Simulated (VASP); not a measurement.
Wanted: the native input for a VASP 6.6.1 run.

```
Task                   : single point
Functional             : LDA
Potentials or basis    : VASP PAW LDA potentials, release 64 (C)
Cutoff                 : 520 eV
k mesh                 : 12 × 12 × 12
Occupations            : gaussian, width 0.01 eV
Spin                   : no spin polarisation
Dipole correction      : no
Further INCAR settings : ALGO = Normal; EDIFF = 1e-07; NBANDS = 11
```

The structure of C lies in POSCAR:

```
C
1.0
    0.0000000000      1.7658722546      1.7658722546
    1.7658722546      0.0000000000      1.7658722546
    1.7658722546      1.7658722546      0.0000000000
C
2
Direct
    0.0000000000      0.0000000000      0.0000000000
    0.2500000000      0.2500000000      0.2500000000
```

The input as run:

INCAR

```
PREC = Accurate
ENCUT = 520
EDIFF = 1E-7
ISMEAR = 0
SIGMA = 0.01
LREAL = False
LASPH = True
NELM = 60
ALGO = Normal
ISIF = 2
LWAVE = False
LCHARG = True
LELF = True
LVHAR = True
NBANDS = 11
```

KPOINTS

```
Automatic mesh
0
Gamma
  12 12 12
```

Potentials or basis: VASP PAW LDA potentials, release 64 (C).

Run with:

```console
$ cat potpaw_LDA.64/C/POTCAR > POTCAR
$ mpirun -np 1 vasp_std > vasp.out
```

Results of the run:

* Pressure: 1.6 GPa
* Band gap on the k mesh: 4.20 eV, indirect (least direct gap 5.63 eV)

It took 3.5 s on 1 thread of Intel(R) Xeon(R) 6975P-C (Granite Rapids), with other jobs on the host, peak memory 0.11 GiB.
